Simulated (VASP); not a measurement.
Wanted: the native input for a VASP 6.6.1 run.

```yaml
Task: single point
Functional: PBE
Potentials_or_basis: VASP PAW PBE potentials, release 64 (Si, N, O)
Cutoff: 520 eV
k_mesh: 1 × 1 × 1, shifted
Occupations: fermi-dirac, width 0.1379 eV
Spin: no spin polarisation
Dipole_correction: no
Further_INCAR_settings: LREAL = Auto; ALGO = Normal; EDIFF = 1e-06; NBANDS = 54; ISYM = 0
```

The structure of Si7N8O2 lies in POSCAR:

```
Si7N8O2
1.0
    5.8386290000      0.0627810000      0.1075870000
    0.0627810000      6.0367170000      0.0979630000
    0.1075870000      0.0979630000      5.8205090000
Si N O
7 8 2
Direct
    0.8504833436      0.5571557201      0.1058909801
    0.3798764818      0.2959607307      0.5579433049
    0.5937969373      0.8980312553      0.7280125042
    0.4217256126      0.9001049046      0.3177532806
    0.0989099155      0.8571457715      0.9892294656
    1.0210347484      0.5299365114      0.4763397435
    0.9114825160      0.1681093441      0.3086030508
    0.8836064972      0.7242719942      0.8508645155
    0.4086617220      0.7442315592      0.5776926305
    1.1077916065      0.6875996696      0.2439198527
    0.6560678490      0.1555271121      0.5437281732
    0.2105832362      0.1009055001      0.4161716743
    0.4315441894      0.3848355972      0.9035312557
    0.3754782967      0.8983593804      0.9820110984
    0.4017744964      0.3960235210      0.1008674044
    0.9996849116      0.0937655675      0.0223817785
    0.7220098515      0.9900228411      0.2474994057
```

One way to write it, as run:

INCAR

```
PREC = Accurate
ENCUT = 520
EDIFF = 1E-6
ISMEAR = -1
SIGMA = 0.1379
LREAL = Auto
LASPH = T
NELM = 80
ALGO = Normal
ISIF = 2
LWAVE = F
LCHARG = T
GGA = PE
LELF = T
LVHAR = T
NBANDS = 54
ISYM = 0
```

KPOINTS

```
Automatic mesh
0
Gamma
  1 1 1
  0.25 0.25 0.25
```

Potentials or basis: VASP PAW PBE potentials, release 64 (Si, N, O).

Launch:

```console
$ cat potpaw_PBE.64/Si/POTCAR potpaw_PBE.64/N/POTCAR potpaw_PBE.64/O/POTCAR > POTCAR
$ mpirun -np 1 vasp_std > vasp.out
```

It gave:

```yaml
Pressure: 1.4 GPa
Largest_force: 6.145 eV/Å
Band_gap_on_the_k_mesh: 0.59 eV
```

Caveat: the k points lie up to 1.08 Å⁻¹ apart; the standard files for N, O and F lose accuracy on very short bonds.

Wall time 42 s on 1 thread of Intel Xeon 6975P-C, with other jobs on the host, peak memory 0.32 GiB.
